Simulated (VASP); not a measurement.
Runs of VASP 6.6.1 on Pb. The structure is that of space group Fd-3m (No. 227), or close to it. The cells are those of the table. This isn't the form of Pb at room conditions, which is fcc.

| level | cell | k mesh | grid for exact exchange (PRECFOCK) | share of exact exchange | screening parameter | gap on the mesh (eV) | pressure (GPa) |
| --- | --- | --- | --- | --- | --- | --- | --- |
| HSE06 | a = 4.952 Å, angles 60.0°, 2 atoms | 4 × 4 × 4 | Normal | 0.25 | 0.2079 1/Å | none | (b) |
| PBEsol | a = 4.831 Å, angles 60.0°, 2 atoms | 7 × 7 × 7 | - | - | - | none | 1.1 |
| PBEsol | a = 4.927 Å, angles 60.0°, 2 atoms | 7 × 7 × 7 | - | - | - | none | (a) |
| PBEsol-based screened hybrid with 25 % exact exchange | a = 4.863 Å, angles 60.0°, 2 atoms | 4 × 4 × 4 | Normal | 0.25 | 0.207 1/Å | none | 0.3 |
| HSE06 | a = 4.764 Å, angles 60.0°, 2 atoms | 4 × 4 × 4 | Normal | 0.25 | 0.2079 1/Å | none | 3.9 |

Alike in all rows: task single point; potentials or basis VASP PAW PBE potentials, release 64 (Pb_d); no spin polarisation; cutoff (eV) 520; smearing fermi-dirac 0.05 eV.

**Question.** Estimate the missing entries.

**Answer.** (a) -0.8; (b) -0.1.

Caveats: some runs use coarse meshes; the PAW data sets were made with another functional, which shifts forces and pressure a little; spin-orbit coupling is left out, which moves the levels of the heavy elements.

A k mesh can miss the band edges, and the runs leave out spin-orbit coupling on Pb.

A gap of «none» marks levels without a gap at the run's occupations.
